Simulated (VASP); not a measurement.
# KCl (Pm-3m) in VASP: G0W0 quasiparticle levels with HSE06

Aim: the G0W0 quasiparticle levels of KCl with HSE06.

All numbers are computed with VASP 6.6.1; they aren't measurements. Logs are shortened: lines on timing, memory, paths and dates and some standing lists are left out, and cuts for length are marked.

### 1 The cell of the first run

Symmetry: Pm-3m, No. 221, cubic system. The conventional cell has a = 3.771 Å, b = 3.771 Å, c = 3.771 Å, α = 90.00°, β = 90.00°, γ = 90.00°. Within 4.3 Å of K (site symmetry m-3m) lie 8 Cl at 3.27 Å and 6 K at 3.77 Å. Cl (site symmetry m-3m) has 8 K at 3.27 Å and 6 Cl at 3.77 Å within 4.3 Å.

### 2 G0W0 quasiparticle levels, HSE06

The input, POSCAR:

```
KCl
1.0
    3.7711682906      0.0000000000      0.0000000000
    0.0000000000      3.7711682906      0.0000000000
    0.0000000000      0.0000000000      3.7711682906
K Cl
1 1
Direct
    0.0000000000      0.0000000000      0.0000000000
    0.5000000000      0.5000000000      0.5000000000
```

The input, INCAR.step1:

```
ALGO = Normal
EDIFF = 1E-5
ENCUT = 500
GGA = PE
ISIF = 2
ISMEAR = 0
LASPH = T
LCHARG = F
LREAL = F
LWAVE = T
NELM = 60
PREC = Accurate
SIGMA = 0.02
```

The input, INCAR.step2:

```
ALGO = Normal
EDIFF = 1E-8
ENCUT = 500
GGA = PE
HFSCREEN = 0.2
ISMEAR = 0
ISTART = 1
LASPH = T
LCHARG = F
LHFCALC = T
LREAL = F
LWAVE = T
NELM = 60
PREC = Accurate
PRECFOCK = Fast
SIGMA = 0.01
```

The input, INCAR.step3:

```
ALGO = Exact
EDIFF = 1E-8
ENCUT = 500
GGA = PE
HFSCREEN = 0.2
ISMEAR = 0
ISTART = 1
LASPH = T
LCHARG = F
LHFCALC = T
LOPTICS = T
LREAL = F
LWAVE = T
NBANDS = 128
NELM = 1
PREC = Accurate
PRECFOCK = Fast
SIGMA = 0.01
```

The input, INCAR.step4:

```
ALGO = EVGW0
EDIFF = 1E-8
ENCUT = 500
ENCUTGW = 150.0
GGA = PE
HFSCREEN = 0.2
ISMEAR = 0
ISTART = 1
LASPH = T
LCHARG = F
LHFCALC = T
LREAL = F
LWAVE = F
NBANDS = 128
NBANDSGW = 16
NELMGW = 1
NOMEGA = 96
OMEGAMAX = 20
PREC = Accurate
PRECFOCK = Fast
SIGMA = 0.01
```

The input, KPOINTS:

```
k-points
0
Gamma
  2 2 2
```

Potentials or basis: VASP PAW PBE potentials, release 64 (K_sv_GW, Cl_GW).

Run with:

```
$ cat potpaw_PBE.64/K_sv_GW/POTCAR potpaw_PBE.64/Cl_GW/POTCAR > POTCAR
$ cp INCAR.step1 INCAR
$ mpirun -np 1 vasp_std > vasp.out
$ cp INCAR.step2 INCAR
$ mpirun -np 1 vasp_std > vasp.out
$ cp INCAR.step3 INCAR
$ mpirun -np 1 vasp_std > vasp.out
$ cp INCAR.step4 INCAR
$ mpirun -np 1 vasp_std > vasp.out
```

OUTCAR:

```text
EDIFF = 1E-8
   ENCUT = 500
   ENCUTGW = 150.0
   GGA = PE
   HFSCREEN = 0.2
   ISMEAR = 0
   ISTART = 1
   LASPH = T
   LHFCALC = T
   LREAL = F
   NELMGW = 1
   PREC = Accurate
   PRECFOCK = Fast

 ion  position               nearest neighbor table
   1  0.000  0.000  0.000-
   2  0.500  0.500  0.500-

  LATTYP: Found a simple cubic cell.
 ALAT       =     3.7711682906

  Lattice vectors:

 A1 = (   3.7711682906,   0.0000000000,   0.0000000000)
 A2 = (   0.0000000000,   3.7711682906,   0.0000000000)
 A3 = (   0.0000000000,   0.0000000000,   3.7711682906)

Analysis of symmetry for initial positions (statically):
=====================================================================
 Subroutine PRICEL returns:
 Original cell was already a primitive cell.

 Routine SETGRP: Setting up the symmetry group for a
 simple cubic supercell.

 Subroutine GETGRP returns: Found 48 space group operations
 (whereof 48 operations were pure point group operations)
 out of a pool of 48 trial point group operations.

The static configuration has the point symmetry O_h .

Analysis of symmetry for dynamics (positions and initial velocities):
=====================================================================
 Subroutine PRICEL returns:
 Original cell was already a primitive cell.

 Routine SETGRP: Setting up the symmetry group for a
 simple cubic supercell.

 Subroutine GETGRP returns: Found 48 space group operations
 (whereof 48 operations were pure point group operations)
 out of a pool of 48 trial point group operations.

The dynamic configuration has the point symmetry O_h .

 Subroutine INISYM returns: Found 48 space group operations
 (whereof 48 operations are pure point group operations),
 and found     1 'primitive' translations

----------------------------------------------------------------------------------------

                                     Primitive cell

  volume of cell :      53.6325

  direct lattice vectors                    reciprocal lattice vectors
     3.771168291  0.000000000  0.000000000     0.265169816  0.000000000  0.000000000
     0.000000000  3.771168291  0.000000000     0.000000000  0.265169816  0.000000000
     0.000000000  0.000000000  3.771168291     0.000000000  0.000000000  0.265169816

  length of vectors
     3.771168291  3.771168291  3.771168291     0.265169816  0.265169816  0.265169816

  position of ions in fractional coordinates (direct lattice)
     0.000000000  0.000000000  0.000000000
     0.500000000  0.500000000  0.500000000

  ion indices of the primitive-cell ions
   primitive index   ion index
                 1           1
                 2           2

----------------------------------------------------------------------------------------

 KPOINTS: k-points

Automatic generation of k-mesh.
 Grid dimensions read from file:
 generate k-points for:    2    2    2

 Generating k-lattice:

  Cartesian coordinates                     Fractional coordinates (reciprocal lattice)
     0.132584908  0.000000000  0.000000000     0.500000000  0.000000000  0.000000000
     0.000000000  0.132584908  0.000000000     0.000000000  0.500000000  0.000000000
     0.000000000  0.000000000  0.132584908     0.000000000  0.000000000  0.500000000

  Length of vectors
     0.132584908  0.132584908  0.132584908

  Shift w.r.t. Gamma in fractional coordinates (k-lattice)
     0.000000000  0.000000000  0.000000000

 Subroutine IBZKPT returns following result:
 ===========================================

 Found      4 irreducible k-points:

 Following reciprocal coordinates:
            Coordinates               Weight
  0.000000  0.000000  0.000000      1.000000
  0.500000  0.000000  0.000000      3.000000
  0.500000  0.500000  0.000000      3.000000
  0.500000  0.500000  0.500000      1.000000
   k-points           NKPTS =      4   k-points in BZ     NKDIM =      8   number of bands    NBANDS=    128
   number of dos      NEDOS =    301   number of ions     NIONS =      2
   total plane-waves  NPLWV =  21952
   dimension x,y,z NGX =    28 NGY =   28 NGZ =   28
   dimension x,y,z NGXF=    56 NGYF=   56 NGZF=   56
   ions per type =               1   1
   NGX,Y,Z   is equivalent  to a cutoff of  12.34, 12.34, 12.34 a.u.
   NGXF,Y,Z  is equivalent  to a cutoff of  24.69, 24.69, 24.69 a.u.
 SYSTEM =  unknown system
   PREC   = accura    normal or accurate (medium, high low for compatibility)
   ISTART =      1    job   : 0-new  1-cont  2-samecut
   ICHARG =      0    charge: 1-file 2-atom 10-const
   ISPIN  =      1    spin polarized calculation?
   LNONCOLLINEAR =      F non collinear calculations
   LSORBIT =      F    spin-orbit coupling
   LASPH  =      T    aspherical Exc in radial PAW
   ENCUT  =  500.0 eV  36.75 Ry    6.06 a.u.   6.88  6.88  6.88*2*pi/ulx,y,z
   NELM   =     60;   NELMIN=  2; NELMDL=  0     # of ELM steps
   EDIFF  = 0.1E-07   stopping-criterion for ELM
   LREAL  =      F    real-space projection
   EDIFFG = 0.1E-06   stopping-criterion for IOM
   NSW    =      0    number of steps for IOM
   IBRION =     -1    ionic relax: 0-MD 1-quasi-New 2-CG
   NFREE  =      0    steps in history (QN), initial steepest desc. (CG)
   ISIF   =      0    stress and relaxation
   ISYM   =      3    0-nonsym 1-usesym 2-fastsym
   POTIM  = 0.5000    time-step for ionic-motion
   TEBEG  =    0.0;   TEEND  =   0.0 temperature during run
   PSTRESS=    0.0 pullay stress
   NELECT =      16.0000    total number of electrons
   NUPDOWN=      -1.0000    fix difference up-down
   EMIN   =  10.00;   EMAX   =-10.00  energy-range for DOS
   EFERMI =   0.00;   METHOD = LEGACY
   ISMEAR =     0;   SIGMA  =   0.01  broadening in eV -4-tet -1-fermi 0-gaus
   EFERMI_NEDOS =   21; number of points for ismear=-14 and -15
   IALGO  =     38    algorithm
   IMIX   =      1    mixing-type and parameters
     AMIX     =   0.40;   BMIX     =  1.00
     AMIX_MAG =   1.60;   BMIX_MAG =  1.00
  volume/ion in A,a.u.               =      26.82       180.96
  Fermi-wavevector in a.u.,A,eV,Ry     =   1.093886  2.067146 16.280562  1.196588
  Thomas-Fermi vector in A             =   2.230181
   LORBIT       =      0    0 simple, 1 ext, 2 COOP (PROOUT), +10 PAW based schemes
   GGA     = PE    functional components
   LHFCALC =     T    Hartree Fock is set to
   PRECFOCK=fast      Normal, Fast or Accurate (Low or Medium for compatibility)
   ENCUT4O =  -1.0   cutoff for four orbital integrals eV
   NKREDX  =     1    reduce k-point grid by
   NKREDY  =     1    reduce k-point grid by
   NKREDZ  =     1    reduce k-point grid by
   AEXX    =    1.0000 exact exchange contribution
   HFSCREEN=    0.0000 screening length (either q_TF or 0.3 A-1)
   HFSCREENC=   0.2000 screening length for correlation (either q_TF or 0.3 A-1)
   ENCUTFOCK=  -1.0 apply spherical cutoff to Coloumb kernel
   IVDW    =     0    specifies the selected vdW correction
   LEPSILON=     F    determine dielectric tensor
   LRPA    =     F    only Hartree local field effects (RPA)
   LRPAFORCE           =     F    calculate RPA forces
   ENCUTGW             = 150.0    cutoff for response function in eV
   ENCUTGWSOFT         = 120.0    soft cutoff for Coulomb kernel in GW response function in eV
   ENCUTLF             =  -1.0    cutoff for local field effects
   NELMGW              =     1    number of iterations in solving QP/BSE equation
   NELMHF              =     1    number of iterations in the inner HF iteration
   NKREDLFX            =     1    NKREDLFY  =   1   NKREDLFZ  =   1
 non-spin polarized calculation
 Gauss-broadening in eV      SIGMA  =   0.01
  energy-cutoff  :      500.00
  volume of cell :       53.63
 maximum number of plane-waves:      1406
 NGX is ok and might be reduce to    28
  NGX = 16; NGY = 16; NGZ = 16
 maximum number of plane-waves:       251
 NGX is ok and might be reduce to    16

 QP shifts <psi_nk| G(iteration)W_0 |psi_nk>: iteration 1
 for sc-GW calculations column KS-energies equals QP-energies in previous step
 and V_xc(KS)=  KS-energies - (<T + V_ion + V_H > + <T+V_H+V_ion>^1  + <V_x>^1)

 k-point   1 :       0.0000    0.0000    0.0000
  band No.  KS-energies  QP-energies   sigma(KS)   V_xc(KS)     V^pw_x(r,r')   Z            occupation Imag(sigma)

      1     -30.2465     -30.4464     -21.8352     -21.5075     -30.7290       0.6100       2.0000       0.4361
      2     -13.8508     -13.8838     -17.3344     -17.2778     -24.2730       0.5823       2.0000       0.8630
      3     -12.2784     -14.0469     -21.7309     -19.5852     -24.8338       0.8242       2.0000       0.0530
      4     -12.2784     -14.0469     -21.7309     -19.5852     -24.8338       0.8242       2.0000       0.0530
      5     -12.2784     -14.0469     -21.7309     -19.5852     -24.8338       0.8242       2.0000       0.0530
      6      -0.2869      -1.4517     -16.8196     -15.3719     -18.9785       0.8046       2.0000       0.0229
[... 8 lines left out ...]
     15      15.4469      17.0083      -8.7016     -10.5960      -4.9422       0.8242       0.0000      -0.0386
     16      15.4469      17.0083      -8.7016     -10.5960      -4.9422       0.8242       0.0000      -0.0386

 k-point   2 :       0.5000    0.0000    0.0000
  band No.  KS-energies  QP-energies   sigma(KS)   V_xc(KS)     V^pw_x(r,r')   Z            occupation Imag(sigma)

      1     -30.2218     -30.4166     -21.8568     -21.5384     -30.7554       0.6117       2.0000       0.4353
      2     -14.0236     -14.3447     -17.8398     -17.3699     -24.1425       0.6833       2.0000       0.8390
      3     -12.2387     -14.0243     -21.7922     -19.6494     -24.8848       0.8333       2.0000       0.0529
      4     -12.2387     -14.0243     -21.7922     -19.6494     -24.8848       0.8333       2.0000       0.0529
      5     -12.1148     -13.5929     -21.1481     -19.4209     -24.8568       0.8558       2.0000       0.2115
      6      -2.0335      -3.3598     -15.1451     -13.4973     -17.2506       0.8049       2.0000       0.0288
[... 8 lines left out ...]
     15      13.2222      15.2450      -9.5077     -11.9852      -5.8534       0.8164       0.0000      -0.0830
     16      13.8942      14.8365      -7.5189      -8.6317      -3.9825       0.8468       0.0000      -0.0612

 k-point   3 :       0.5000    0.5000    0.0000
  band No.  KS-energies  QP-energies   sigma(KS)   V_xc(KS)     V^pw_x(r,r')   Z            occupation Imag(sigma)

      1     -30.1990     -30.3943     -21.8762     -21.5655     -30.7786       0.6285       2.0000       0.4380
      2     -13.5264     -13.5648     -17.6140     -17.5642     -24.4921       0.7712       2.0000       1.0611
      3     -12.5429     -14.3476     -21.3726     -19.1825     -24.4675       0.8241       2.0000       0.0496
      4     -12.5429     -14.3476     -21.3726     -19.1825     -24.4675       0.8241       2.0000       0.0496
      5     -12.2106     -13.9781     -21.8359     -19.6913     -24.9230       0.8241       2.0000       0.0428
      6      -1.4009      -2.6751     -16.0509     -14.4802     -18.2091       0.8112       2.0000       0.0272
[... 8 lines left out ...]
     15      14.2097      16.5677      -9.9497     -12.7852      -6.2790       0.8316       0.0000      -0.1232
     16      14.2604      16.1455      -9.1300     -11.4058      -5.4385       0.8283       0.0000      -0.0991

 k-point   4 :       0.5000    0.5000    0.5000
  band No.  KS-energies  QP-energies   sigma(KS)   V_xc(KS)     V^pw_x(r,r')   Z            occupation Imag(sigma)

      1     -30.1777     -30.3697     -21.8944     -21.5901     -30.8002       0.6310       2.0000       0.4414
      2     -13.3511     -13.3086     -17.6794     -17.7280     -24.6171       0.8729       2.0000       1.1299
      3     -12.4707     -14.3293     -21.5037     -19.3154     -24.5686       0.8493       2.0000       0.0441
      4     -12.4707     -14.3293     -21.5037     -19.3154     -24.5686       0.8493       2.0000       0.0441
      5     -12.4707     -14.3293     -21.5037     -19.3154     -24.5686       0.8493       2.0000       0.0441
      6      -1.5629      -2.8711     -15.6657     -14.0710     -17.8173       0.8203       2.0000       0.0220
[... 8 lines left out ...]
     15      14.3353      16.6542     -10.0807     -12.9664      -6.3875       0.8036       0.0000      -0.1129
     16      14.3353      16.6542     -10.0807     -12.9664      -6.3875       0.8036       0.0000      -0.1129
```

Wall time 100 s (1 thread of Intel Xeon 6975P-C (Granite Rapids), shared host); peak memory 0.68 GiB.

What came out:

| Quantity | Value |
| --- | --- |
| Quasiparticle gap | 8.16 eV |
| Least direct quasiparticle gap | 8.38 eV |
| Band gap of the starting levels on the mesh | 6.40 eV |
| Least direct gap of the starting levels on the mesh | 6.63 eV |

Caveat: the k points lie up to 0.83 Å⁻¹ apart, too coarse for converged energies, forces and pressures; bands, screening cutoff and mesh are small and nothing is extrapolated, so the quasiparticle values aren't converged; the structure was generated, so it needn't be the stable form of KCl.
